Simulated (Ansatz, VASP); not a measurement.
**Two plane-wave programs on KF**

INCAR

```
SYSTEM = KF
  ALGO = Normal
  EDIFF = 1E-6
  ENCUT = 520
  GGA = PE
  ISIF = 2
  ISMEAR = 0
  LASPH = .True.
  LCHARG = .False.
  LREAL = .False.
  LWAVE = .False.
  NBANDS = 15
  NELM = 100
  PREC = Accurate
  SIGMA = 0.1
```

KPOINTS

```
k-points
0
Gamma
  6 6 6
  0 0 0
```

POSCAR

```
KF
1.0
    2.1725000000      1.2542934600      3.5744442700
   -2.1725000000      1.2542934600      3.5744442700
    0.0000000000     -2.5085869200      3.5744442700
K F
1 1
Direct
    0.2487566200      0.2487566200      0.2487566200
    0.0000000000      0.0000000000      0.0000000000
```

Input for Ansatz:

```yaml
crystal:
  lattice:
    - [2.1725, 1.25429346, 3.57444427]
    - [-2.1725, 1.25429346, 3.57444427]
    - [0.0, -2.50858692, 3.57444427]
  atoms:
    - { symbol: K, position: [0.24875662, 0.24875662, 0.24875662] }
    - { symbol: F, position: [0.0, 0.0, 0.0] }
basis:
  ecutwfc: 420
kpoints:
  mp_grid: { grid: [6, 6, 6] }
hamiltonian:
  xc: pbe
scf:
  occupations: { method: gaussian, width: 0.1 }
  lower_state_search: "off"
output:
  forces: true
  stress: true
  eigenvalues: true
```

Alike in both runs: task single point; functional PBE; k mesh 6 × 6 × 6; occupations gaussian, width 0.1 eV; no spin polarisation.

```csv
,VASP,Ansatz
version,VASP 6.6.1,Ansatz 0.2.0
potentials or method,"VASP PAW PBE potentials, release 64 (K_sv, F), cutoff 520 eV","scalar-relativistic, plane waves, PAW"
valence electrons in the cell,16,16
```

|  | VASP | Ansatz | Ansatz less VASP |
| --- | --- | --- | --- |
| gap on the k mesh at the Fermi level (eV) | 4.77 | 4.78 | +0.010 |
| least direct gap on the mesh (eV) | 4.89 | 4.90 | +0.011 |
| pressure (GPa) | -1.7 | -1.7 | +0.04 |
| traceless stress, the component that is largest in VASP (GPa) | -0.07 | -0.07 | -0.001 |
| rms of the force components (eV/Å) | 0.004 | 0.004 | +0.0001 |

Atom by atom the forces differ by 0.000 eV/Å (rms over components).
